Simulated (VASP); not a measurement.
Set up this calculation in VASP 6.6.1, as the native input.

| Quantity | Value |
| --- | --- |
| Task | single point |
| Functional | PBE |
| Potentials or basis | VASP PAW PBE potentials, release 64 (Si, O) |
| Cutoff | 520 eV |
| k mesh | 6 × 6 × 8 |
| Occupations | gaussian, width 0.05 eV |
| Spin | no spin polarisation |
| Dipole correction | no |
| Further INCAR settings | ALGO = Normal; EDIFF = 1e-07; NBANDS = 25 |

The structure of SiO2 lies in POSCAR:

```
SiO2
1.0
    4.2361165343      0.0000000000      0.0000000000
    0.0000000000      4.2361165343      0.0000000000
    0.0000000000      0.0000000000      2.9057163548
Si O
2 4
Direct
    0.5000000000      0.5000000000      0.5000000000
    0.0000000000      0.0000000000      0.0000000000
    0.6930152167      0.6930152167      0.0000000000
    0.1930152167      0.8069847833      0.5000000000
    0.3069847833      0.3069847833      0.0000000000
    0.8069847833      0.1930152167      0.5000000000
```

This cell differs from its parent crystal: strain +0.000 along x and y, +0.080 along z.

These files were run (other wordings do the same):

INCAR

```
  ALGO = Normal
  EDIFF = 1E-7
  ENCUT = 520
  GGA = PE
  ISIF = 2
  ISMEAR = 0
  LASPH = T
  LCHARG = F
  LREAL = F
  LWAVE = F
  NBANDS = 25
  NELM = 80
  PREC = Accurate
  SIGMA = 0.05
```

KPOINTS

```
k-points
0
Gamma
  6 6 8
```

Potentials or basis: VASP PAW PBE potentials, release 64 (Si, O).

Run with:

```bash
$ cat potpaw_PBE.64/Si/POTCAR potpaw_PBE.64/O/POTCAR > POTCAR
$ mpirun -np 1 vasp_std > vasp.out
```

It gave:

| Property | Result |
| --- | --- |
| Pressure | -21.5 GPa |
| Largest force | 0.234 eV/Å |
| Band gap on the k mesh | 3.43 eV, direct |

Caveat: the cell differs from its parent crystal (strain +0.000 along x and y, +0.080 along z).

Wall time 24 s on 1 thread of Intel(R) Xeon(R) 6975P-C (Granite Rapids) (shared host), peak memory 0.18 GiB.
